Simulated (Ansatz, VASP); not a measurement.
## One calculation of BN, two programs

POSCAR

```
BN
1.0
    0.0000000000      1.8130010000      1.8130010000
    1.8130010000      0.0000000000      1.8130010000
    1.8130010000      1.8130010000      0.0000000000
N B
1 1
Direct
    0.2500000000      0.2500000000      0.2500000000
    0.0000000000      0.0000000000      0.0000000000
```

File INCAR.step1:

```
  ALGO = Normal
  EDIFF = 1E-5
  ENCUT = 520
  GGA = PE
  ISIF = 2
  ISMEAR = -1
  LASPH = T
  LCHARG = F
  LREAL = F
  LWAVE = T
  NBANDS = 11
  NELM = 100
  PREC = Accurate
  SIGMA = 0.05
```

The input INCAR.step2:

```
  AEXX = 0.25
  ALGO = Normal
  EDIFF = 1E-6
  ENCUT = 520
  GGA = PE
  ISIF = 2
  ISMEAR = -1
  ISTART = 1
  LASPH = T
  LCHARG = F
  LHFCALC = T
  LREAL = F
  LWAVE = F
  NBANDS = 11
  NELM = 100
  PREC = Accurate
  PRECFOCK = Normal
  SIGMA = 0.05
```

File KPOINTS:

```
k-points
0
Gamma
  8 8 8
```

The input input.yaml:

```yaml
crystal:
  lattice:
    - [0.0, 1.813001, 1.813001]
    - [1.813001, 0.0, 1.813001]
    - [1.813001, 1.813001, 0.0]
  atoms:
    - { symbol: "N", position: [0.25, 0.25, 0.25] }
    - { symbol: B, position: [0.0, 0.0, 0.0] }
kpoints:
  mp_grid: { grid: [8, 8, 8] }
scf:
  occupations: { method: fermi_dirac, width: 0.05 }
hamiltonian:
  xc: pbe0
  pseudopotentials: { kind: all_electron, datasets: crystal }
output:
  forces: true
  stress: true
```

Alike in both runs: task single point; functional PBE0; k mesh 8 × 8 × 8; occupations fermi-dirac, width 0.05 eV; no spin polarisation.

|  | VASP | Ansatz |
| --- | --- | --- |
| version | VASP 6.6.1 | Ansatz 0.2.0 |
| potentials or method | VASP PAW PBE potentials, release 64 (N, B), cutoff 520 eV | all-electron PAW datasets made for the crystal |

```csv
,VASP,Ansatz,Ansatz less VASP
gap on the k mesh at the Fermi level (eV),6.54,6.54,0.000
least direct gap on the mesh (eV),11.28,11.28,+0.002
pressure (GPa),-9.1,-9.5,-0.44
```

Ansatz ran all-electron here, and VASP with PAW potentials.
